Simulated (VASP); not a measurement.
Here is a VASP 6.6.1 calculation.

Contents of INCAR:

```
PREC = Accurate
ENCUT = 600
EDIFF = 1E-6
ISMEAR = 0
SIGMA = 0.01
LREAL = F
LASPH = T
NELM = 120
ALGO = Normal
ISIF = 2
LWAVE = F
LCHARG = F
GGA = PE
NBANDS = 19
GGA_COMPAT = F
```

File KPOINTS:

```
regular mesh
0
Gamma
  6 6 6
```

Contents of POSCAR:

```
ZrO2
1.0
    0.0000000000      2.5447135873      2.5447135873
    2.5447135873      0.0000000000      2.5447135873
    2.5447135873      2.5447135873      0.0000000000
Zr O
1 2
Direct
    0.0000000000      0.0000000000      0.0000000000
    0.2500000000      0.2500000000      0.2500000000
    0.7500000000      0.7500000000      0.7500000000
```

Potentials or basis: VASP PAW PBE potentials, release 64 (Zr_sv, O).

The run is started by

```bash
$ cat potpaw_PBE.64/Zr_sv/POTCAR potpaw_PBE.64/O/POTCAR > POTCAR
$ mpirun -np 1 vasp_std > vasp.out
```

Question: Estimate the pressure.

Answer: 3.9 GPa.

Question: What does it give for the band gap on the k mesh?

Answer: 3.35 eV (least direct gap 3.80 eV).

Caveat: the cell stands under pressure. A k mesh can miss the band edges.
